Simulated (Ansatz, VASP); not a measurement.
# Two plane-wave programs on AlN

The input POSCAR:

```
AlN
1.0
    0.0000000000      2.1839935596      2.3477930766
    2.1839935596      0.0000000000      2.3477930766
    2.1839935596      2.1839935596      0.0000000000
Al N
1 1
Direct
    0.0000000000      0.0000000000      0.0000000000
    0.7500000000      0.7500000000      0.7500000000
```

File INCAR.step1:

```
SYSTEM = AlN
ALGO = Normal ; EDIFF = 1E-4
ENCUT = 520 ; GGA = PE
ISMEAR = 0 ; LASPH = .TRUE.
LCHARG = .FALSE. ; LREAL = .FALSE.
LWAVE = .TRUE. ; NBANDS = 11
NELM = 80 ; PREC = Accurate
SIGMA = 0.05
```

Contents of INCAR.step2:

```
SYSTEM = AlN
ALGO = Normal ; EDIFF = 1E-6
ENCUT = 520 ; ISIF = 2
ISMEAR = 0 ; ISTART = 1
LASPH = .TRUE. ; LCHARG = .FALSE.
LMIXTAU = .TRUE. ; LREAL = .FALSE.
LWAVE = .FALSE. ; METAGGA = R2SCAN
NBANDS = 11 ; NELM = 80
PREC = Accurate ; SIGMA = 0.05
```

File KPOINTS:

```
k-points
0
G
  10 10 10
  0 0 0
```

Input for Ansatz:

```yaml
crystal:
  lattice:
    - [0.0, 2.1839935596, 2.3477930766]
    - [2.1839935596, 0.0, 2.3477930766]
    - [2.1839935596, 2.1839935596, 0.0]
  atoms:
    - { symbol: Al, position: [0.0, 0.0, 0.0] }
    - { symbol: "N", position: [0.75, 0.75, 0.75] }
basis:
  ecutwfc: 500
kpoints:
  mp_grid: { grid: [10, 10, 10] }
hamiltonian:
  xc: r2scan
scf:
  occupations: { method: gaussian, width: 0.05 }
output:
  forces: true
  stress: true
  eigenvalues: true
```

Change from the starting cell: strain +0.0750 x Voigt [0, 0, 1, 0, 0, 0], atoms carried along.

Alike in both runs: task single point; functional r2SCAN; k mesh 10 × 10 × 10; occupations gaussian, width 0.05 eV; no spin polarisation.

|  | VASP | Ansatz |
| --- | --- | --- |
| version | VASP 6.6.1 | Ansatz 0.2.0 |
| potentials or method | VASP PAW PBE potentials, release 64 (Al, N), cutoff 520 eV | scalar-relativistic, plane waves, PAW |
| valence electrons in the cell | 8 | 8 |

```csv
,VASP,Ansatz,Ansatz less VASP
gap on the k mesh at the Fermi level (eV),3.64,3.65,+0.006
least direct gap on the mesh (eV),4.08,4.04,-0.035
pressure (GPa),-13.7,-13.3,+0.37
"traceless stress, the component that is largest in VASP (GPa)",-8.82,-8.79,+0.032
```

VASP's potentials were made for PBE, not for r2SCAN. With one functional, cell and mesh, what is left measures potentials, basis and numerics.
